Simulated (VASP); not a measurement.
# B in VASP: a series of runs

B is run at these levels: PBE; tasks: single point, relaxation of cell and atoms.

All numbers are computed with VASP 6.6.1; they aren't measurements. Logs are shortened: lines on timing, memory, paths and dates and some standing lists are left out, and cuts for length are marked.

**1. The cell of the first run**

The typed cell holds 8 atoms: a = 3.131 Å, b = 4.325 Å, c = 4.325 Å, α = 87.21°, β = 71.63°, γ = 71.62°.

**2. Single point, PBE**

INCAR reads:

```
PREC = Accurate
ENCUT = 520
EDIFF = 1E-6
ISMEAR = 0
SIGMA = 0.1
LREAL = False
LASPH = True
NELM = 80
ALGO = Normal
ISIF = 2
LWAVE = False
LCHARG = False
GGA = PE
NBANDS = 22
```

KPOINTS reads:

```
Automatic mesh
0
Gamma
  8 6 6
```

POSCAR reads:

```
B
1.0
    1.5670453462      0.0004069053     -2.7105130168
   -1.7611829406     -2.9795650227     -2.5941116995
   -1.7555069370      2.9866038756     -2.5891891161
B
8
Direct
    0.4351347128      0.6190863799      0.6190446410
    0.7377428018      0.2179064437      0.7178709344
    0.7377039331      0.7179416072      0.2178701092
    0.4351092922      0.1191094732      0.1190400382
    0.7622238775      0.7821025172      0.7821476099
    0.0648760020      0.3809217560      0.8809403862
    0.0648796241      0.8808803454      0.3809772762
    0.7623297565      0.2820514772      0.2821090050
```

Potentials or basis: VASP PAW PBE potentials, release 64 (B).

Started as:

```
> cat potpaw_PBE.64/B/POTCAR > POTCAR
> mpirun -np 1 vasp_std > vasp.out
```

OUTCAR:

```text
PREC = Accurate
   ENCUT = 520
   EDIFF = 1E-6
   ISMEAR = 0
   LREAL = False
   LASPH = True
   NELM = 80
   ISIF = 2
   GGA = PE

 ion  position               nearest neighbor table
   1  0.435  0.619  0.619-   5 1.73   2 1.80   3 1.80   7 1.87   6 1.87   5 1.90   8 1.90
   2  0.738  0.218  0.718-   6 1.73   4 1.80   1 1.80   8 1.87   5 1.87   6 1.90   7 1.90
   3  0.738  0.718  0.218-   7 1.73   4 1.80   1 1.80   5 1.87   8 1.87   7 1.90   6 1.90
   4  0.435  0.119  0.119-   8 1.73   3 1.80   2 1.80   6 1.87   7 1.87   8 1.90   5 1.90
   5  0.762  0.782  0.782-   1 1.73   7 1.80   6 1.80   3 1.87   2 1.87   1 1.90   4 1.90
   6  0.065  0.381  0.881-   2 1.73   5 1.80   8 1.80   4 1.87   1 1.87   2 1.90   3 1.90
   7  0.065  0.881  0.381-   3 1.73   5 1.80   8 1.80   1 1.87   4 1.87   3 1.90   2 1.90
   8  0.762  0.282  0.282-   4 1.73   7 1.80   6 1.80   2 1.87   3 1.87   4 1.90   1 1.90

  Warning from LATTYP: Got some problem with cell dimensions!
  Tried to take original basis but could not verify dimensions!
  LATTYP: Found a triclinic cell.
 ALAT       =     4.4688796680
 B/A-ratio  =     1.3350490665
 C/A-ratio  =     1.2650232961
 COS(alpha) =     0.0000433016
 COS(beta)  =     0.6575551122
 COS(gamma) =     0.6675140310

  Lattice vectors:

 A1 = (   3.3282282868,   2.9799719280,  -0.1164013173)
 A2 = (   0.0056760036,   5.9661688983,   0.0049225834)
 A3 = (   5.0837352238,  -0.0066319476,   2.4727877988)

Analysis of symmetry for initial positions (statically):
=====================================================================
 Subroutine PRICEL returns:
 Original cell was already a primitive cell.

 Routine SETGRP: Setting up the symmetry group for a
 triclinic supercell.

 Subroutine GETGRP returns: Found  1 space group operations
 (whereof  1 operations were pure point group operations)
 out of a pool of  2 trial point group operations.

The static configuration has the point symmetry C_1 .

Analysis of symmetry for dynamics (positions and initial velocities):
=====================================================================
 Subroutine PRICEL returns:
 Original cell was already a primitive cell.

 Routine SETGRP: Setting up the symmetry group for a
 triclinic supercell.

 Subroutine GETGRP returns: Found  1 space group operations
 (whereof  1 operations were pure point group operations)
 out of a pool of  2 trial point group operations.

The dynamic configuration has the point symmetry C_1 .

 Subroutine INISYM returns: Found  1 space group operations
 (whereof  1 operations are pure point group operations),
 and found     1 'primitive' translations

----------------------------------------------------------------------------------------

                                     Primitive cell

  volume of cell :      52.6649

  direct lattice vectors                    reciprocal lattice vectors
     1.567045346  0.000406905 -2.710513017     0.293596451 -0.000114965 -0.199195168
    -1.761182941 -2.979565023 -2.594111699    -0.153691889 -0.167392198 -0.088879954
    -1.755506937  2.986603876 -2.589189116    -0.153369667  0.167830797 -0.088643342

  length of vectors
     3.130896373  4.325388836  4.324986427     0.354792339  0.244010227  0.244022690

  position of ions in fractional coordinates (direct lattice)
     0.435134713  0.619086380  0.619044641
     0.737742802  0.217906444  0.717870934
     0.737703933  0.717941607  0.217870109
     0.435109292  0.119109473  0.119040038
     0.762223877  0.782102517  0.782147610
     0.064876002  0.380921756  0.880940386
     0.064879624  0.880880345  0.380977276
     0.762329757  0.282051477  0.282109005

  ion indices of the primitive-cell ions
   primitive index   ion index
                 1           1
                 2           2
                 3           3
                 4           4
                 5           5
                 6           6
                 7           7
                 8           8

----------------------------------------------------------------------------------------

 KPOINTS: Automatic mesh

Automatic generation of k-mesh.
 Grid dimensions read from file:
 generate k-points for:    8    6    6

 Generating k-lattice:

  Cartesian coordinates                     Fractional coordinates (reciprocal lattice)
     0.036699556 -0.000014371 -0.024899396     0.125000000  0.000000000  0.000000000
    -0.025615315 -0.027898700 -0.014813326     0.000000000  0.166666667 -0.000000000
    -0.025561611  0.027971799 -0.014773890     0.000000000  0.000000000  0.166666667

  Length of vectors
     0.044349042  0.040668371  0.040670448

  Shift w.r.t. Gamma in fractional coordinates (k-lattice)
     0.000000000  0.000000000  0.000000000

 -----------------------------------------------------------------------------
|                                                                             |
|           W    W    AA    RRRRR   N    N  II  N    N   GGGG   !!!           |
|           W    W   A  A   R    R  NN   N  II  NN   N  G    G  !!!           |
|           W    W  A    A  R    R  N N  N  II  N N  N  G       !!!           |
|           W WW W  AAAAAA  RRRRR   N  N N  II  N  N N  G  GGG   !            |
|           WW  WW  A    A  R   R   N   NN  II  N   NN  G    G                |
|           W    W  A    A  R    R  N    N  II  N    N   GGGG   !!!           |
|                                                                             |
|     Your reciprocal lattice and k-lattice belong to different lattice       |
|     classes:                                                                |
|                                                                             |
|        The reciprocal lattice is base-centered monoclinic,                  |
|        whereas your k-lattice is triclinic.                                 |
|                                                                             |
|     Results are often still useful ...                                      |
|                                                                             |
 -----------------------------------------------------------------------------

 Subroutine IBZKPT returns following result:
 ===========================================

 Found    148 irreducible k-points:

 Following reciprocal coordinates:
            Coordinates               Weight
  0.000000  0.000000  0.000000      1.000000
  0.125000  0.000000 -0.000000      2.000000
  0.250000  0.000000 -0.000000      2.000000
  0.375000  0.000000  0.000000      2.000000
  0.500000  0.000000 -0.000000      1.000000
  0.000000  0.166667  0.000000      2.000000
[... 16 lines left out ...]
 -0.000000 -0.000000 -0.333333      2.000000
  0.125000  0.333333  0.000000      2.000000
 [... further k-points ...]
   k-points           NKPTS =    148   k-points in BZ     NKDIM =    148   number of bands    NBANDS=     22
   number of dos      NEDOS =    301   number of ions     NIONS =      8
   total plane-waves  NPLWV =  24576
   dimension x,y,z NGX =    24 NGY =   32 NGZ =   32
   dimension x,y,z NGXF=    48 NGYF=   64 NGZF=   64
   ions per type =               8
   NGX,Y,Z   is equivalent  to a cutoff of  12.74, 12.30, 12.30 a.u.
   NGXF,Y,Z  is equivalent  to a cutoff of  25.49, 24.60, 24.60 a.u.
 SYSTEM =  unknown system
   PREC   = accura    normal or accurate (medium, high low for compatibility)
   ISTART =      0    job   : 0-new  1-cont  2-samecut
   ICHARG =      2    charge: 1-file 2-atom 10-const
   ISPIN  =      1    spin polarized calculation?
   LNONCOLLINEAR =      F non collinear calculations
   LSORBIT =      F    spin-orbit coupling
   LASPH  =      T    aspherical Exc in radial PAW
   ENCUT  =  520.0 eV  38.22 Ry    6.18 a.u.   5.82  8.04  8.04*2*pi/ulx,y,z
   NELM   =     80;   NELMIN=  2; NELMDL= -5     # of ELM steps
   EDIFF  = 0.1E-05   stopping-criterion for ELM
   LREAL  =      F    real-space projection
   EDIFFG = 0.1E-04   stopping-criterion for IOM
   NSW    =      0    number of steps for IOM
   IBRION =     -1    ionic relax: 0-MD 1-quasi-New 2-CG
   NFREE  =      0    steps in history (QN), initial steepest desc. (CG)
   ISIF   =      2    stress and relaxation
   ISYM   =      2    0-nonsym 1-usesym 2-fastsym
   POTIM  = 0.5000    time-step for ionic-motion
   TEBEG  =    0.0;   TEEND  =   0.0 temperature during run
   PSTRESS=    0.0 pullay stress
   NELECT =      24.0000    total number of electrons
   NUPDOWN=      -1.0000    fix difference up-down
   EMIN   =  10.00;   EMAX   =-10.00  energy-range for DOS
   EFERMI =   0.00;   METHOD = LEGACY
   ISMEAR =     0;   SIGMA  =   0.10  broadening in eV -4-tet -1-fermi 0-gaus
   EFERMI_NEDOS =   21; number of points for ismear=-14 and -15
   IALGO  =     38    algorithm
   IMIX   =      4    mixing-type and parameters
     AMIX     =   0.40;   BMIX     =  1.00
     AMIX_MAG =   1.60;   BMIX_MAG =  1.00
  volume/ion in A,a.u.               =       6.58        44.43
  Fermi-wavevector in a.u.,A,eV,Ry     =   1.259809  2.380694 21.594060  1.587119
  Thomas-Fermi vector in A             =   2.393350
   LORBIT       =      0    0 simple, 1 ext, 2 COOP (PROOUT), +10 PAW based schemes
   GGA     = PE    functional components
   LHFCALC =     F    Hartree Fock is set to
   AEXX    =    0.0000 exact exchange contribution
   IVDW    =     0    specifies the selected vdW correction
   LEPSILON=     F    determine dielectric tensor
   LRPA    =     F    only Hartree local field effects (RPA)
 non-spin polarized calculation
 Gauss-broadening in eV      SIGMA  =   0.10
  energy-cutoff  :      520.00
  volume of cell :       52.66
 maximum number of plane-waves:      1438
   NGX = 11   NGY = 17   NGZ = 17

 number of electron      24.0000000 magnetization

 Free energy of the ion-electron system (eV)
  ---------------------------------------------------
  ext. energy  EPLUGINS =         0.00000000
  ---------------------------------------------------
  free energy    TOTEN  =       -51.49533015 eV

  energy without entropy =      -51.49457505  energy(sigma->0) =      -51.49495260

 E-fermi :   8.3232     XC(G=0): -12.1914

 val. band max:        8.2835029976   @ k =   0.5000   0.5000   0.5000
 cond. band min:       8.3994005054   @ k =   0.3750   0.3333   0.3333
 fundamental gap:      0.1158975078
 Fermi energy:         8.3231610585

 k-point     1 :       0.0000    0.0000    0.0000
  band No.  band energies     occupation
      1      -9.1943      2.00000
      2      -3.1119      2.00000
      3      -3.1116      2.00000
      4      -1.7305      2.00000
      5      -1.7297      2.00000
      6       1.0680      2.00000
[... 14 lines left out ...]
     21      18.1067      0.00000
     22      18.3888      0.00000

 k-point     2 :       0.1250    0.0000   -0.0000
  band No.  band energies     occupation
      1      -8.9695      2.00000
      2      -3.2532      2.00000
      3      -3.2527      2.00000
      4      -1.2768      2.00000
      5      -1.2762      2.00000
      6       1.1779      2.00000
[... 14 lines left out ...]
     21      16.4560      0.00000
     22      17.4458      0.00000

 k-point     3 :       0.2500    0.0000   -0.0000
  band No.  band energies     occupation
      1      -8.2997      2.00000
      2      -3.3310      2.00000
      3      -3.3303      2.00000
      4      -1.2752      2.00000
      5      -0.5121      2.00000
      6      -0.5117      2.00000
[... 14 lines left out ...]
     21      17.3801      0.00000
     22      17.5515      0.00000
[... 476 lines left out ...]
 k-point    23 :      -0.0000   -0.0000   -0.3333
  band No.  band energies     occupation
      1      -8.4365      2.00000
      2      -6.2009      2.00000
      3      -2.1142      2.00000
      4      -1.3772      2.00000
      5      -0.3345      2.00000
      6       0.6559      2.00000
[... 14 lines left out ...]
     21      15.7339      0.00000
     22      16.9062      0.00000

 k-point    24 :       0.1250    0.3333    0.0000
  band No.  band energies     occupation
      1      -8.4780      2.00000
      2      -5.4906      2.00000
      3      -2.4056      2.00000
      4      -1.3185      2.00000
      5      -0.3826      2.00000
      6       1.5182      2.00000
[... 14 lines left out ...]
     21      16.1345      0.00000
     22      17.0832      0.00000

 [... further k-points ...]
[... 5 lines left out ...]
  --------------------------------------------------------------------------------------
  -------------------------------------------------------------------------------------
  Total       -0.0237917     -0.0044989      0.0118902      0.0010183     -0.0082149     -0.0090442
  in kB       -0.7237923     -0.1368659      0.3617247      0.0309788     -0.2499144     -0.2751433
  external PRESSURE =      -0.1663112 kB  Pullay stress =       0.0000000 kB

 VOLUME and BASIS-vectors are now :
 -----------------------------------------------------------------------------
  energy-cutoff  :      520.00
  volume of cell :       52.66
      direct lattice vectors                 reciprocal lattice vectors
     1.567045346  0.000406905 -2.710513017     0.293596451 -0.000114965 -0.199195168
    -1.761182941 -2.979565023 -2.594111699    -0.153691889 -0.167392198 -0.088879954
    -1.755506937  2.986603876 -2.589189116    -0.153369667  0.167830797 -0.088643342

 POSITION                                       TOTAL-FORCE (eV/Angst)
 -----------------------------------------------------------------------------------
     -1.49519      0.00441     -4.38824         0.002110     -0.000329      0.005360
     -0.48792      1.49503     -4.42364         0.004244     -0.001446      0.007840
     -0.49088     -1.48816     -4.42608         0.005349      0.001596      0.007704
      0.26309      0.00081     -1.79657         0.002706      0.000916      0.004822
     -1.55605      0.00595     -6.12001        -0.003353      0.000584     -0.008201
     -2.11571      1.49607     -3.44492        -0.002355      0.001418     -0.005083
     -2.11853     -1.48679     -3.44738        -0.002427     -0.002176     -0.005104
      0.20262      0.00247     -3.52841        -0.006274     -0.000563     -0.007338
 -----------------------------------------------------------------------------------
    total drift:                                0.000001     -0.000000      0.000000

  FREE ENERGIE OF THE ION-ELECTRON SYSTEM (eV)
  ---------------------------------------------------
  free  energy   TOTEN  =       -51.4953301539 eV

  energy  without entropy=      -51.4945750516  energy(sigma->0) =      -51.49495260
```

Wall time 47 s (1 thread of Intel Xeon 6975P-C (Granite Rapids), shared host); peak memory 0.23 GiB.

What came out:

* Free energy: -51.4953 eV
* Pressure: 0.0 GPa
* Largest force: 0.010 eV/Å
* Band gap on the k mesh: zero (bands 12 and 13 overlap by 0.29 eV)

Forces on the atoms (eV/Å):
```
B    0.002  0.000  0.005
B    0.004 -0.001  0.008
B    0.005  0.002  0.008
B    0.003  0.001  0.005
B   -0.003  0.001 -0.008
B   -0.002  0.001 -0.005
B   -0.002 -0.002 -0.005
B   -0.006 -0.001 -0.007
```

(Continued in part 2 of 2.)

The gap in the log of VASP goes by the Fermi energy; the results here count the filled bands.